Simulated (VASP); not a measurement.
The system is SnCl3.

```xyz
4
Lattice="4.9715 0.0000 0.0000 0.0000 4.9715 0.0000 0.0000 0.0000 4.9715" Properties=species:S:1:pos:R:3 pbc="T T T"
Sn    2.4857    2.4857    2.4857
Cl    0.0000    2.4857    2.4857
Cl    2.4857    0.0000    2.4857
Cl    2.4857    2.4857    0.0000
```

The cell was generated, and may not be a known phase.

- Program: VASP 6.6.1
- Task: relaxation of cell and atoms
- Functional: PBE
- Potentials or basis: VASP PAW PBE potentials, release 64 (Sn_d, Cl)
- Cutoff: 600 eV
- k mesh: 4 × 4 × 4
- Occupations: gaussian, width 0.1 eV
- Spin: no spin polarisation

At the start: pressure 6.7 GPa; volume 30.72 Å³/atom.

**Question.** Where does the relaxation end?

**Answer.** Over 3 steps the energy falls by 85.5 meV/atom and the volume is 35.39 Å³/atom (+15.2 %); space group Pm-3m (No. 221, to 0.1 Å) before and after.

The path:
| step | energy change (eV) | largest force (eV/Å) | pressure (GPa) | volume (Å³) |
| --- | --- | --- | --- | --- |
| 1 | 0.0000 | 0.0000 | 6.67 | 122.87 |
| 2 | -0.3225 | 0.0000 | -1.12 | 147.04 |
| 3 | -0.3419 | 0.0000 | 0.04 | 141.54 |

Final structure:
```yaml
crystal:
  lattice:
    - [5.21149, 0.00000, 0.00000]
    - [0.00000, 5.21149, 0.00000]
    - [0.00000, 0.00000, 5.21149]
  atoms:
    - { symbol: Sn, position: [0.50000, 0.50000, 0.50000] }
    - { symbol: Cl, position: [0.00000, 0.50000, 0.50000] }
    - { symbol: Cl, position: [0.50000, 0.00000, 0.50000] }
    - { symbol: Cl, position: [0.50000, 0.50000, 0.00000] }
```

Caveat: the volume moved by over 15 % at a fixed basis, so the end points are rough; an odd number of electrons without spin polarisation forces a metal; a magnetic or distorted state may lie lower.
